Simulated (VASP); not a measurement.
A run of VASP 6.6.1 is set up as follows.

INCAR

```
SYSTEM = ZrC
  PREC = Accurate
  ENCUT = 520
  EDIFF = 1E-6
  ISMEAR = 1
  SIGMA = 0.05
  LREAL = .False.
  LASPH = .True.
  NELM = 100
  ALGO = Normal
  ISIF = 2
  LWAVE = .False.
  LCHARG = .True.
  GGA = PS
  LELF = .True.
  LVHAR = .True.
  NBANDS = 24
```

The input KPOINTS:

```
regular mesh
0
Gamma
  8 8 4
  0 0 0
```

The input POSCAR:

```
ZrC
1.0
    3.2731679287      0.0000000000      0.0000000000
   -1.6365839643      2.8346465771      0.0000000000
    0.0000000000      0.0000000000      5.1730781175
Zr C
2 2
Direct
    0.3333333333      0.6666666667      0.2500000000
    0.6666666667      0.3333333333      0.7500000000
    0.0000000000      0.0000000000      0.0000000000
    0.0000000000      0.0000000000      0.5000000000
```

Potentials or basis: VASP PAW PBE potentials, release 64 (Zr_sv, C).

Run with:

```bash
$ cat potpaw_PBE.64/Zr_sv/POTCAR potpaw_PBE.64/C/POTCAR > POTCAR
$ mpirun -np 1 vasp_std > vasp.out
```

**Question.** Estimate the band gap on the k mesh.

**Answer.** Zero (band 16 reaches 11.59 eV, above the bottom of band 17 at 10.70 eV).

**Question.** What does it give for the pressure?

**Answer.** 15.4 GPa.

Caveat: the PAW data sets were made with another functional, which shifts forces and pressure a little.
